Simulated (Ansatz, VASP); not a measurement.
**One calculation of NbC3, two programs**

```
Nb C
1.0
    -1.53326    1.53326    3.85858
     1.53326   -1.53326    3.85858
     1.53326    1.53326   -3.85858
Nb C
1 3
Cartesian
  0.0000 0.0000 0.0000
  0.0000 0.0000 3.8586
  1.5333 0.0000 1.9293
  0.0000 1.5333 1.9293
```

Alike in both runs: functional PBE; k mesh 20 × 20 × 20; occupations gaussian, width 0.1 eV; no spin polarisation.

Ansatz relaxed the structure, and its values are those at the end. VASP's run is a single point on that final structure, the one shown.

|  | VASP | Ansatz |
| --- | --- | --- |
| version | VASP 6.6.1 | Ansatz 0.2.0 |
| potentials or method | VASP PAW PBE potentials, release 64 (Nb_sv, C), cutoff 520 eV | scalar-relativistic, plane waves, PAW |
| valence electrons in the cell | 25 | 25 |

VASP gave:

```
gap on the k mesh at the Fermi level (eV) : none
pressure (GPa)                            : -0.3
```

Question: What did Ansatz give for the same quantities?

Answer: gap on the k mesh at the Fermi level (eV): none; pressure (GPa): 0.0.

A gap of «none» marks a metal or a gap that the smearing closes.
